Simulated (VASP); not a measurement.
Input of a VASP 6.6.1 run:

INCAR

```
PREC = Accurate
ENCUT = 520
EDIFF = 1E-6
ISMEAR = -1
SIGMA = 0.05
LREAL = F
LASPH = T
NELM = 60
ALGO = Normal
ISIF = 2
LWAVE = F
LCHARG = F
GGA = PE
NBANDS = 12
```

Contents of KPOINTS:

```
Automatic mesh
0
Gamma
  18 18 18
```

File POSCAR:

```
Cu
1.0
    0.0000000000      1.5724849656      1.5724849656
    1.5724849656      0.0000000000      1.5724849656
    1.5724849656      1.5724849656      0.0000000000
Cu
1
Direct
    0.0000000000      0.0000000000      0.0000000000
```

Potentials or basis: VASP PAW PBE potentials, release 64 (Cu).

Run with:

```bash
$ cat potpaw_PBE.64/Cu/POTCAR > POTCAR
$ mpirun -np 1 vasp_std > vasp.out
```

**Question.** Predict the pressure.

**Answer.** 177.3 GPa.
